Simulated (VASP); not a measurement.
MnO:

```
CELL_PARAMETERS angstrom
0.00000 2.22003 2.22003
2.22003 0.00000 2.22003
2.22003 2.22003 0.00000
ATOMIC_POSITIONS crystal
Mn 0.00000 0.00000 0.00000
O 0.50000 0.50000 0.50000
```

Base run:

| Quantity | Value |
| --- | --- |
| Program | VASP 6.6.1 |
| Functional | PBE |
| Potentials or basis | VASP PAW PBE potentials, release 64 (Mn_pv, O) |
| Cutoff | 520 eV |
| k mesh | 14 × 14 × 14 |
| Occupations | gaussian, width 0.05 eV |
| Spin | collinear spin, ferromagnetic start |
| Starting moments | [4.44, 0.0] μB |

Its results: pressure 0.1 GPa.

Q: The run is repeated on the same cell with these changes: spin from collinear spin, ferromagnetic start to no spin polarisation; further incar settings from ALGO = Normal; EDIFF = 1e-07; NBANDS = 20 to ALGO = Normal; EDIFF = 1e-06; NBANDS = 16. What comes out?

A: Pressure -33.7 GPa.

Caveats: a cell with one magnetic atom can't hold antiferromagnetic order, which such compounds often take (at least some runs); the cell stands under tension (at least some runs); an odd number of electrons without spin polarisation forces a metal (at least some runs); a magnetic or distorted state may lie lower (at least some runs).
